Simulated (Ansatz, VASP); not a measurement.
# One calculation of Hf2N, two programs

The input INCAR:

```
PREC = Accurate ; ENCUT = 600
EDIFF = 1E-6 ; ISMEAR = 0
SIGMA = 0.1 ; LREAL = F
LASPH = T ; NELM = 60
ALGO = Normal ; ISIF = 3
LWAVE = F ; LCHARG = F
GGA = PS ; IBRION = 2
NSW = 80 ; EDIFFG = -0.01
```

The input KPOINTS:

```
regular mesh
0
Gamma
  4 4 6
```

Contents of POSCAR:

```
Hf2N
1.0
    5.3131240200      0.0000000000      0.0000000000
    0.0000000000      5.3131240200      0.0000000000
    0.0000000000      0.0000000000      3.2420983900
Hf N
4 2
Direct
    0.2955363700      0.2955363700      0.0000000000
    0.7044636300      0.7044636300      0.0000000000
    0.7955363700      0.2044636300      0.5000000000
    0.2044636300      0.7955363700      0.5000000000
    0.0000000000      0.0000000000      0.0000000000
    0.5000000000      0.5000000000      0.5000000000
```

Input for Ansatz:

```yaml
crystal:
  lattice:
    - [5.31312402, 0.0, 0.0]
    - [0.0, 5.31312402, 0.0]
    - [0.0, 0.0, 3.24209839]
  atoms:
    - { symbol: Hf, position: [0.29553637, 0.29553637, 0.0] }
    - { symbol: Hf, position: [0.70446363, 0.70446363, 0.0] }
    - { symbol: Hf, position: [0.79553637, 0.20446363, 0.5] }
    - { symbol: Hf, position: [0.20446363, 0.79553637, 0.5] }
    - { symbol: "N", position: [0.0, 0.0, 0.0] }
    - { symbol: "N", position: [0.5, 0.5, 0.5] }
basis:
  ecutwfc: 420
kpoints:
  mp_grid: { grid: [4, 4, 6] }
hamiltonian:
  xc: pbesol
scf:
  occupations: { method: gaussian, width: 0.1 }
output:
  forces: true
  stress: true
  eigenvalues: true
relax:
  adjacent_minimum: "off"
  f_tol: 0.01
  max_steps: 60
  cell: { stress_tol: 0.05 }
```

Alike in both runs: task relaxation of cell and atoms; functional PBEsol; k mesh 4 × 4 × 6; occupations gaussian, width 0.1 eV; no spin polarisation.

```csv
,VASP,Ansatz
version,VASP 6.6.1,Ansatz 0.2.0
potentials or method,"VASP PAW PBE potentials, release 64 (Hf_pv, N), cutoff 600 eV","scalar-relativistic, plane waves, PAW"
valence electrons in the cell,50,114
```

Ansatz gave:

- gap on the k mesh at the Fermi level, each at its own relaxed structure (eV): none
- relaxed volume (Å³/atom): 15.08
- relaxed cell length with the largest relative difference (Å): 3.225

Q: Which values does VASP return?

A: gap on the k mesh at the Fermi level, each at its own relaxed structure (eV): none; relaxed volume (Å³/atom): 15.00; relaxed cell length with the largest relative difference (Å): 3.219.

VASP's potentials were made for PBE, not for PBEsol. A gap of «none» marks a metal or a gap that the smearing closes. VASP's potentials hold 50 valence electrons a cell and Ansatz's 114, so a difference there can come from the potentials and not from the codes.

Spin-orbit coupling is off throughout.
